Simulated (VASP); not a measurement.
TaN, 2 atoms in the cell. It takes space group P-6m2 (No. 187, hexagonal). Conventional cell: a = 2.924 Å, b = 2.924 Å, c = 2.871 Å, α = 90.00°, β = 90.00°, γ = 120.00°. Within 3.0 Å of Ta (site symmetry -6m2) lie 6 N at 2.22 Å and 8 Ta at 2.87 to 2.92 Å. N (site symmetry -6m2) has 6 Ta at 2.22 Å and 8 N at 2.87 to 2.92 Å within 3.0 Å. 

```yaml
Program: VASP 6.6.1
Task: relaxation of cell and atoms
Functional: PBEsol
Potentials_or_basis: VASP PAW PBE potentials, release 64 (Ta_pv, N)
Cutoff: 600 eV
k_mesh: 18 × 18 × 14
Occupations: fermi-dirac, width 0.15 eV
Spin: no spin polarisation
Dipole_correction: no
Further_INCAR_settings: ALGO = Normal; EDIFF = 1e-06; IBRION = 2; EDIFFG = -0.001; NSW = 80; ISIF = 3
```

Potentials or basis: VASP PAW PBE potentials, release 64 (Ta_pv, N).

Launch:

```sh
$ cat potpaw_PBE.64/Ta_pv/POTCAR potpaw_PBE.64/N/POTCAR > POTCAR
$ mpirun -np 1 vasp_std > vasp.out
```

Hardware: 1 thread of Intel Xeon 8259CL, with other jobs on the host.

How long does it take, and how much memory?

Run time: 14 min on 1 thread of Intel Xeon 8259CL, on a shared host, peak memory 0.25 GiB. Counts: scf iterations 120, k points 296, ion steps 43.
